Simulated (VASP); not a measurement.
# MgS in VASP: further runs

Runs on MgS. Level: PBEsol. Tasks: single point.

All numbers are computed with VASP 6.6.1; they aren't measurements. Logs are shortened: lines on timing, memory, paths and dates and some standing lists are left out, and cuts for length are marked.

## (1) The cell of the first run

Symmetry: Fm-3m, No. 225, cubic system. Conventional cell: a = 5.411 Å, b = 5.411 Å, c = 5.411 Å, α = 90.00°, β = 90.00°, γ = 90.00°. Within 3.6 Å of Mg (site symmetry m-3m) lie 6 S at 2.71 Å. S (site symmetry m-3m) has 6 Mg at 2.71 Å within 3.6 Å.

## (2) Single point, PBEsol (strain +0.040 along x and y, +0.040 along z)

INCAR reads:

```
SYSTEM = MgS
ALGO     = Normal         ! electronic algorithm
EDIFF    = 1E-7           ! SCF threshold, eV
ENCUT    = 520            ! plane-wave cutoff, eV
GGA      = PS             ! functional
ISIF     = 2              ! what is computed and relaxed
ISMEAR   = 0              ! smearing method
LASPH    = .True.         ! aspherical terms in the spheres
LCHARG   = .False.        ! write CHGCAR
LREAL    = .False.        ! projectors in reciprocal space
LWAVE    = .False.        ! write WAVECAR
NBANDS   = 11             ! bands
NELM     = 60             ! most SCF steps
PREC     = Accurate       ! precision mode
SIGMA    = 0.05           ! smearing width, eV
```

KPOINTS reads:

```
k-points
0
Gamma
  8 8 8
  0 0 0
```

POSCAR reads:

```
MgS
1.0
    0.0000000000      2.7057160000      2.7057160000
    2.7057160000      0.0000000000      2.7057160000
    2.7057160000      2.7057160000      0.0000000000
Mg S
1 1
Direct
    0.0000000000      0.0000000000      0.0000000000
    0.5000000000      0.5000000000      0.5000000000
```

Potentials or basis: VASP PAW PBE potentials, release 64 (Mg, S).

Run with:

```console
cat potpaw_PBE.64/Mg/POTCAR potpaw_PBE.64/S/POTCAR > POTCAR
mpirun -np 1 vasp_std > vasp.out
```

OUTCAR:

```text
SYSTEM = MgS
   EDIFF = 1E-7
   ENCUT = 520
   GGA = PS
   ISIF = 2
   ISMEAR = 0
   LASPH = .True.
   LREAL = .False.
   NELM = 60
   PREC = Accurate

 ion  position               nearest neighbor table
   1  0.000  0.000  0.000-   2 2.71   2 2.71   2 2.71   2 2.71   2 2.71   2 2.71
   2  0.500  0.500  0.500-   1 2.71   1 2.71   1 2.71   1 2.71   1 2.71   1 2.71

  LATTYP: Found a face centered cubic cell.
 ALAT       =     5.4114320000

  Lattice vectors:

 A1 = (   0.0000000000,   2.7057160000,   2.7057160000)
 A2 = (   2.7057160000,   0.0000000000,   2.7057160000)
 A3 = (   2.7057160000,   2.7057160000,   0.0000000000)

Analysis of symmetry for initial positions (statically):
=====================================================================
 Subroutine PRICEL returns:
 Original cell was already a primitive cell.

 Routine SETGRP: Setting up the symmetry group for a
 face centered cubic supercell.

 Subroutine GETGRP returns: Found 48 space group operations
 (whereof 48 operations were pure point group operations)
 out of a pool of 48 trial point group operations.

The static configuration has the point symmetry O_h .

Analysis of symmetry for dynamics (positions and initial velocities):
=====================================================================
 Subroutine PRICEL returns:
 Original cell was already a primitive cell.

 Routine SETGRP: Setting up the symmetry group for a
 face centered cubic supercell.

 Subroutine GETGRP returns: Found 48 space group operations
 (whereof 48 operations were pure point group operations)
 out of a pool of 48 trial point group operations.

The dynamic configuration has the point symmetry O_h .

 Subroutine INISYM returns: Found 48 space group operations
 (whereof 48 operations are pure point group operations),
 and found     1 'primitive' translations

----------------------------------------------------------------------------------------

                                     Primitive cell

  volume of cell :      39.6165

  direct lattice vectors                    reciprocal lattice vectors
     0.000000000  2.705716000  2.705716000    -0.184793970  0.184793970  0.184793970
     2.705716000  0.000000000  2.705716000     0.184793970 -0.184793970  0.184793970
     2.705716000  2.705716000  0.000000000     0.184793970  0.184793970 -0.184793970

  length of vectors
     3.826460263  3.826460263  3.826460263     0.320072544  0.320072544  0.320072544

  position of ions in fractional coordinates (direct lattice)
     0.000000000  0.000000000  0.000000000
     0.500000000  0.500000000  0.500000000

  ion indices of the primitive-cell ions
   primitive index   ion index
                 1           1
                 2           2

----------------------------------------------------------------------------------------

 KPOINTS: k-points

Automatic generation of k-mesh.
 Grid dimensions read from file:
 generate k-points for:    8    8    8

 Generating k-lattice:

  Cartesian coordinates                     Fractional coordinates (reciprocal lattice)
    -0.023099246  0.023099246  0.023099246     0.125000000  0.000000000  0.000000000
     0.023099246 -0.023099246  0.023099246     0.000000000  0.125000000  0.000000000
     0.023099246  0.023099246 -0.023099246     0.000000000  0.000000000  0.125000000

  Length of vectors
     0.040009068  0.040009068  0.040009068

  Shift w.r.t. Gamma in fractional coordinates (k-lattice)
     0.000000000  0.000000000  0.000000000

 Subroutine IBZKPT returns following result:
 ===========================================

 Found     29 irreducible k-points:

 Following reciprocal coordinates:
            Coordinates               Weight
  0.000000  0.000000  0.000000      1.000000
  0.125000  0.000000  0.000000      8.000000
  0.250000  0.000000  0.000000      8.000000
  0.375000  0.000000  0.000000      8.000000
  0.500000  0.000000  0.000000      4.000000
  0.125000  0.125000  0.000000      6.000000
[... 16 lines left out ...]
  0.500000  0.250000  0.125000     48.000000
 -0.375000  0.250000  0.125000     24.000000
 [... further k-points ...]
   k-points           NKPTS =     29   k-points in BZ     NKDIM =     29   number of bands    NBANDS=     11
   number of dos      NEDOS =    301   number of ions     NIONS =      2
   total plane-waves  NPLWV =  21952
   dimension x,y,z NGX =    28 NGY =   28 NGZ =   28
   dimension x,y,z NGXF=    56 NGYF=   56 NGZF=   56
   ions per type =               1   1
   NGX,Y,Z   is equivalent  to a cutoff of  12.16, 12.16, 12.16 a.u.
   NGXF,Y,Z  is equivalent  to a cutoff of  24.33, 24.33, 24.33 a.u.
 SYSTEM =  MgS
   PREC   = accura    normal or accurate (medium, high low for compatibility)
   ISTART =      0    job   : 0-new  1-cont  2-samecut
   ICHARG =      2    charge: 1-file 2-atom 10-const
   ISPIN  =      1    spin polarized calculation?
   LNONCOLLINEAR =      F non collinear calculations
   LSORBIT =      F    spin-orbit coupling
   LASPH  =      T    aspherical Exc in radial PAW
   ENCUT  =  520.0 eV  38.22 Ry    6.18 a.u.   7.11  7.11  7.11*2*pi/ulx,y,z
   NELM   =     60;   NELMIN=  2; NELMDL= -5     # of ELM steps
   EDIFF  = 0.1E-06   stopping-criterion for ELM
   LREAL  =      F    real-space projection
   EDIFFG = 0.1E-05   stopping-criterion for IOM
   NSW    =      0    number of steps for IOM
   IBRION =     -1    ionic relax: 0-MD 1-quasi-New 2-CG
   NFREE  =      0    steps in history (QN), initial steepest desc. (CG)
   ISIF   =      2    stress and relaxation
   ISYM   =      2    0-nonsym 1-usesym 2-fastsym
   POTIM  = 0.5000    time-step for ionic-motion
   TEBEG  =    0.0;   TEEND  =   0.0 temperature during run
   PSTRESS=    0.0 pullay stress
   NELECT =       8.0000    total number of electrons
   NUPDOWN=      -1.0000    fix difference up-down
   EMIN   =  10.00;   EMAX   =-10.00  energy-range for DOS
   EFERMI =   0.00;   METHOD = LEGACY
   ISMEAR =     0;   SIGMA  =   0.05  broadening in eV -4-tet -1-fermi 0-gaus
   EFERMI_NEDOS =   21; number of points for ismear=-14 and -15
   IALGO  =     38    algorithm
   IMIX   =      4    mixing-type and parameters
     AMIX     =   0.40;   BMIX     =  1.00
     AMIX_MAG =   1.60;   BMIX_MAG =  1.00
  volume/ion in A,a.u.               =      19.81       133.67
  Fermi-wavevector in a.u.,A,eV,Ry     =   0.960460  1.815006 12.551149  0.922483
  Thomas-Fermi vector in A             =   2.089746
   LORBIT       =      0    0 simple, 1 ext, 2 COOP (PROOUT), +10 PAW based schemes
   GGA     = PS    functional components
   LHFCALC =     F    Hartree Fock is set to
   AEXX    =    0.0000 exact exchange contribution
   IVDW    =     0    specifies the selected vdW correction
   LEPSILON=     F    determine dielectric tensor
   LRPA    =     F    only Hartree local field effects (RPA)
 non-spin polarized calculation
 Gauss-broadening in eV      SIGMA  =   0.05
  energy-cutoff  :      520.00
  volume of cell :       39.62
 maximum number of plane-waves:      1090
   NGX = 15   NGY = 15   NGZ = 15

 number of electron       7.9999998 magnetization

 Free energy of the ion-electron system (eV)
  ---------------------------------------------------
  ext. energy  EPLUGINS =         0.00000000
  ---------------------------------------------------
  free energy    TOTEN  =        -8.93922208 eV

  energy without entropy =       -8.93922208  energy(sigma->0) =       -8.93922208

 E-fermi :   2.9154     XC(G=0):  -9.3597

 val. band max:        2.6906123765   @ k =   0.0000   0.0000   0.0000
 cond. band min:       5.1438160021   @ k =   0.5000   0.5000   0.0000
 fundamental gap:      2.4532036255
 Fermi energy:         2.9154427646

 k-point     1 :       0.0000    0.0000    0.0000
  band No.  band energies     occupation
      1      -9.3729      2.00000
      2       2.6906      2.00000
      3       2.6906      2.00000
      4       2.6906      2.00000
      5       5.4358      0.00000
      6      10.5878      0.00000
      7      10.5878      0.00000
      8      10.5878      0.00000
      9      12.8510      0.00000
     10      12.8510      0.00000
     11      14.6894      0.00000

 k-point     2 :       0.1250    0.0000    0.0000
  band No.  band energies     occupation
      1      -9.2476      2.00000
      2       1.6883      2.00000
      3       2.6102      2.00000
      4       2.6102      2.00000
      5       6.2856      0.00000
      6      10.1723      0.00000
      7      10.7795      0.00000
      8      10.7795      0.00000
      9      12.1079      0.00000
     10      12.1079      0.00000
     11      14.3894      0.00000

 k-point     3 :       0.2500    0.0000    0.0000
  band No.  band energies     occupation
      1      -8.9135      2.00000
      2       0.1166      2.00000
      3       2.4328      2.00000
      4       2.4328      2.00000
      5       7.0460      0.00000
      6      10.2730      0.00000
      7      10.2730      0.00000
      8      10.3162      0.00000
      9      12.6815      0.00000
     10      12.6815      0.00000
     11      13.6831      0.00000

 k-point     4 :       0.3750    0.0000    0.0000
  band No.  band energies     occupation
      1      -8.5180      2.00000
      2      -1.1285      2.00000
      3       2.2749      2.00000
      4       2.2749      2.00000
      5       7.0030      0.00000
      6       9.6021      0.00000
      7       9.6021      0.00000
      8      11.2381      0.00000
      9      13.5574      0.00000
     10      14.5024      0.00000
     11      14.5024      0.00000
[... 239 lines left out ...]
 k-point    22 :       0.3750    0.2500    0.1250
  band No.  band energies     occupation
      1      -8.6556      2.00000
      2      -0.1181      2.00000
      3       1.4500      2.00000
      4       2.1296      2.00000
      5       7.8478      0.00000
      6       9.1051      0.00000
      7       9.2735      0.00000
      8      11.3166      0.00000
      9      12.4316      0.00000
     10      15.0918      0.00000
     11      16.5117      0.00000

 k-point    23 :       0.5000    0.2500    0.1250
  band No.  band energies     occupation
      1      -8.3262      2.00000
      2      -0.8143      2.00000
      3       0.9745      2.00000
      4       1.8601      2.00000
      5       7.8814      0.00000
      6       8.6969      0.00000
      7      10.1219      0.00000
      8      11.0671      0.00000
      9      13.6793      0.00000
     10      16.1327      0.00000
     11      16.6162      0.00000

 k-point    24 :      -0.3750    0.2500    0.1250
  band No.  band energies     occupation
      1      -8.1733      2.00000
      2      -1.1297      2.00000
      3       0.8436      2.00000
      4       1.7175      2.00000
      5       7.8813      0.00000
      6       8.4124      0.00000
      7      10.6535      0.00000
      8      11.4233      0.00000
      9      14.3264      0.00000
     10      14.9718      0.00000
     11      17.3921      0.00000

 [... further k-points ...]

------------------------ aborting loop because EDIFF is reached ----------------------------------------

  FORCE on cell =-STRESS in cart. coord.  units (eV):
  Direction    XX          YY          ZZ          XY          YZ          ZX
  --------------------------------------------------------------------------------------
  -------------------------------------------------------------------------------------
  Total       -1.9726482     -1.9726482     -1.9726482      0.0000000      0.0000000      0.0000000
  in kB      -79.7780841    -79.7780841    -79.7780841      0.0000000      0.0000000      0.0000000
  external PRESSURE =     -79.7780841 kB  Pullay stress =       0.0000000 kB

 VOLUME and BASIS-vectors are now :
 -----------------------------------------------------------------------------
  energy-cutoff  :      520.00
  volume of cell :       39.62
      direct lattice vectors                 reciprocal lattice vectors
     0.000000000  2.705716000  2.705716000    -0.184793970  0.184793970  0.184793970
     2.705716000  0.000000000  2.705716000     0.184793970 -0.184793970  0.184793970
     2.705716000  2.705716000  0.000000000     0.184793970  0.184793970 -0.184793970

 POSITION                                       TOTAL-FORCE (eV/Angst)
 -----------------------------------------------------------------------------------
      0.00000      0.00000      0.00000         0.000000     -0.000000      0.000000
      2.70572      2.70572      2.70572        -0.000000      0.000000     -0.000000
 -----------------------------------------------------------------------------------
    total drift:                                0.000000      0.000000      0.000000

  FREE ENERGIE OF THE ION-ELECTRON SYSTEM (eV)
  ---------------------------------------------------
  free  energy   TOTEN  =        -8.9392220792 eV

  energy  without entropy=       -8.9392220792  energy(sigma->0) =       -8.93922208
```

Run time: 13 s. Hardware: 1 thread of Intel Xeon 8259CL, shared host; peak memory 0.16 GiB.

Results:

```yaml
Free_energy: -8.9392 eV
Pressure: -8.0 GPa
Band_gap_on_the_k_mesh: 2.45 eV, indirect (least direct gap 2.75 eV)
```

Caveat: the cell differs from its parent crystal (strain +0.040 along x and y, +0.040 along z); the PAW data sets were made with another functional, which shifts forces and pressure a little. A k mesh can miss the band edges.

[end of part 1 of 3]
